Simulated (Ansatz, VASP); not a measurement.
# TaTe2H in VASP and in Ansatz

```
Ta Te H
1.0
     1.74781   -7.13708    0.00000
     1.74781    7.13708    0.00000
     0.00000    0.00000    6.94162
Ta Te H
2 4 2
Cartesian
  1.7478 -0.0775 5.2062
  1.7478 0.0775 1.7354
  1.7478 5.4847 0.1025
  1.7478 5.4847 3.3683
  1.7478 -5.4847 6.8391
  1.7478 -5.4847 3.5734
  1.7478 -1.8662 5.2062
  1.7478 1.8662 1.7354
```

Change from the starting cell: species swapped into the YGa2Ni type (Cmcm, No. 63).

Alike in both runs: functional PBE; k mesh 6 × 6 × 4; occupations gaussian, width 0.1 eV; no spin polarisation.

Ansatz relaxed the structure, and its values are those at the end. VASP's run is a single point on that final structure, the one shown.

|  | VASP | Ansatz |
| --- | --- | --- |
| version | VASP 6.6.1 | Ansatz 0.2.0 |
| potentials or method | VASP PAW PBE potentials, release 64 (Ta_pv, Te, H), cutoff 520 eV | scalar-relativistic, plane waves, PAW |
| valence electrons in the cell | 48 | 92 |

|  | VASP | Ansatz | Ansatz less VASP |
| --- | --- | --- | --- |
| gap on the k mesh at the Fermi level (eV) | none | none | - |
| pressure (GPa) | 0.0 | 0.0 | -0.02 |
| rms of the force components (eV/Å) | 0.007 | 0.003 | -0.0037 |

A gap of «none» marks a metal or a gap that the smearing closes. The functional is the same, so the differences come from potentials, cutoffs and numerics. VASP's potentials hold 48 valence electrons a cell and Ansatz's 92, so a difference there can come from the potentials and not from the codes.

Neither program's run includes spin-orbit coupling.
